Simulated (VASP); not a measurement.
Here is a VASP 6.6.1 calculation.

File INCAR:

```
PREC = Accurate
ENCUT = 520
EDIFF = 1E-6
ISMEAR = 0
SIGMA = 0.15
LREAL = False
LASPH = True
NELM = 100
ALGO = Fast
ISIF = 2
LWAVE = False
LCHARG = False
GGA = PS
NBANDS = 37
```

Contents of KPOINTS:

```
regular mesh
0
Gamma
  18 18 18
```

File POSCAR:

```
Ti2C
1.0
    1.5264035954     -2.6438085800      0.0000000000
    3.0528071907      0.0000000000      0.0000000000
    1.5264035954     -0.8812695267      9.5454858690
Ti C
4 2
Direct
    0.8770909945      0.8770909945      0.3687270164
    0.3770909945      0.3770909945      0.8687270164
    0.6229090055      0.6229090055      0.1312729836
    0.1229090055      0.1229090055      0.6312729836
    0.7500000000      0.7500000000      0.7500000000
    0.2500000000      0.2500000000      0.2500000000
```

Potentials or basis: VASP PAW PBE potentials, release 64 (Ti_sv, C).

The run is started by

```bash
$ cat potpaw_PBE.64/Ti_sv/POTCAR potpaw_PBE.64/C/POTCAR > POTCAR
$ mpirun -np 1 vasp_std > vasp.out
```

Estimate the pressure.

0.2 GPa.

Predict the band gap on the k mesh.

zero (bands 28 and 29 overlap by 0.97 eV).

What does it give for the largest force?

0.027 eV/Å.

Forces in eV/Å, atoms in the order of the input:
```
Ti   0.000  0.000  0.027
Ti   0.000  0.000  0.027
Ti   0.000  0.000 -0.027
Ti   0.000  0.000 -0.027
C    0.000  0.000  0.000
C    0.000  0.000  0.000
```

Caveat: the PAW data sets were made with another functional, which shifts forces and pressure a little.
